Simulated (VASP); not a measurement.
A run of VASP 6.6.1 is set up as follows.

File INCAR:

```
  PREC = Accurate
  ENCUT = 600
  EDIFF = 1E-6
  ISMEAR = -1
  SIGMA = 0.05
  LREAL = False
  LASPH = True
  NELM = 80
  ALGO = Normal
  ISIF = 3
  LWAVE = False
  LCHARG = False
  GGA = PS
  IBRION = 2
  NSW = 60
  EDIFFG = -0.01
  PSTRESS = 300.0
```

File KPOINTS:

```
Automatic mesh
0
Gamma
  13 13 13
```

Contents of POSCAR:

```
Br
1.0
   -1.2867684050      1.7199972000      3.5779911600
    1.2867684050     -1.7199972000      3.5779911600
    1.2867684050      1.7199972000     -3.5779911600
Br
1
Direct
    0.0000000000      0.0000000000      0.0000000000
```

Potentials or basis: VASP PAW PBE potentials, release 64 (Br).

The run is started by

```sh
$ cat potpaw_PBE.64/Br/POTCAR > POTCAR
$ mpirun -np 1 vasp_std > vasp.out
```

Task: Estimate the relaxed cell.

Result: a = 3.203 Å, b = 3.203 Å, c = 3.203 Å, α = 133.21°, β = 130.22°, γ = 70.71°.

Task: What does it give for the band gap on the k mesh?

Result: Zero (an odd number of electrons rules out a gap without spin polarisation).

Stress tensor (GPa, compression positive):
```
29.95  0.00  0.00
 0.00 29.93  0.00
 0.00  0.00 30.07
```

Caveat: the cell is relaxed towards a set pressure, so the run minimises the enthalpy, not the energy; the PAW data sets were made with another functional, which shifts forces and pressure a little; an odd number of electrons without spin polarisation forces a metal; a magnetic or distorted state may lie lower.
